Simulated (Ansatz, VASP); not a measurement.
# One calculation of MgSnN, two programs

INCAR

```
PREC     = Accurate       # precision mode
ENCUT    = 600            # plane-wave cutoff, eV
EDIFF    = 1E-7           # SCF threshold, eV
ISMEAR   = 0              # smearing method
SIGMA    = 0.1            # smearing width, eV
LREAL    = F              # projectors in reciprocal space
LASPH    = T              # aspherical terms in the spheres
NELM     = 60             # most SCF steps
ALGO     = Normal         # electronic algorithm
ISIF     = 3              # what is computed and relaxed
LWAVE    = F              # write WAVECAR
LCHARG   = F              # write CHGCAR
GGA      = PE             # functional
IBRION   = 2              # ionic algorithm
NSW      = 100            # ionic steps
EDIFFG   = -0.01          # ionic threshold
```

Contents of KPOINTS:

```
regular mesh
0
Gamma
  10 10 6
```

File POSCAR:

```
MgSnN
1.0
    3.8058547700      0.0000000000      0.0000000000
    0.0000000000      3.8058547700      0.0000000000
    0.0000000000      0.0000000000      7.5832367400
Mg Sn N
2 2 2
Direct
    0.5000000000      0.5000000000      0.0000000000
    0.5000000000      0.5000000000      0.5000000000
    0.0000000000      0.0000000000      0.7500000000
    0.0000000000      0.0000000000      0.2500000000
    0.5000000000      0.0000000000      0.5000000000
    0.0000000000      0.5000000000      0.0000000000
```

Input for Ansatz:

```yaml
crystal:
  lattice:
    - [3.80585477, 0.0, 0.0]
    - [0.0, 3.80585477, 0.0]
    - [0.0, 0.0, 7.58323674]
  atoms:
    - { symbol: Mg, position: [0.5, 0.5, 0.0] }
    - { symbol: Mg, position: [0.5, 0.5, 0.5] }
    - { symbol: Sn, position: [0.0, 0.0, 0.75] }
    - { symbol: Sn, position: [0.0, 0.0, 0.25] }
    - { symbol: "N", position: [0.5, 0.0, 0.5] }
    - { symbol: "N", position: [0.0, 0.5, 0.0] }
basis:
  ecutwfc: 420
kpoints:
  mp_grid: { grid: [10, 10, 6] }
hamiltonian:
  xc: pbe
scf:
  occupations: { method: gaussian, width: 0.1 }
output:
  forces: true
  stress: true
  eigenvalues: true
  write_density: true
  write_potential: true
  elf: true
  volumetric_format: npy
relax:
  adjacent_minimum: "off"
  f_tol: 0.01
  max_steps: 80
  cell: { stress_tol: 0.05 }
```

Change from the starting cell: species swapped into the CaNiN type (P4_2/mmc, No. 131).

Alike in both runs: task relaxation of cell and atoms; functional PBE; k mesh 10 × 10 × 6; occupations gaussian, width 0.1 eV; no spin polarisation.

```csv
,VASP,Ansatz
version,VASP 6.6.1,Ansatz 0.2.0
potentials or method,"VASP PAW PBE potentials, release 64 (Mg, Sn_d, N), cutoff 600 eV","scalar-relativistic, plane waves, PAW"
valence electrons in the cell,42,58
```

|  | VASP | Ansatz | Ansatz less VASP |
| --- | --- | --- | --- |
| gap on the k mesh at the Fermi level, each at its own relaxed structure (eV) | none | none | - |
| relaxed volume (Å³/atom) | 19.00 | 19.01 | +0.012 |
| relaxed cell length with the largest relative difference (Å) | 3.941 | 3.942 | +0.0009 |

A gap of «none» marks a metal or a gap that the smearing closes. VASP's potentials hold 42 valence electrons a cell and Ansatz's 58, so a difference there can come from the potentials and not from the codes.
